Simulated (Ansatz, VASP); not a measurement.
## One calculation of CdAu2S2, two programs

```xyz
5
Lattice="5.2906 0.0000 0.0000 0.0000 5.2906 0.0000 0.0000 0.0000 4.6555" Properties=species:S:1:pos:R:3 pbc="T T T"
Cd    0.0000    0.0000    2.3278
S     0.0000    2.6453    2.3278
S     2.6453    0.0000    2.3278
Au    0.0000    2.6453    0.0000
Au    2.6453    0.0000    0.0000
```

Alike in both runs: functional PBE; k mesh 4 × 4 × 4; occupations gaussian, width 0.1 eV; no spin polarisation.

Ansatz relaxed the structure, and its values are those at the end. VASP's run is a single point on that final structure, the one shown.

|  | VASP | Ansatz |
| --- | --- | --- |
| version | VASP 6.6.1 | Ansatz 0.2.0 |
| potentials or method | VASP PAW PBE potentials, release 64 (Cd_sv_GW, S, Au_sv_GW), cutoff 630 eV | scalar-relativistic, plane waves, PAW |
| valence electrons in the cell | 70 | 70 |

```tsv
	VASP	Ansatz	Ansatz less VASP
gap on the k mesh at the Fermi level (eV)	none	none	-
pressure (GPa)	-0.1	0.0	+0.11
```

A gap of «none» marks a metal or a gap that the smearing closes.

Neither program's run includes spin-orbit coupling.
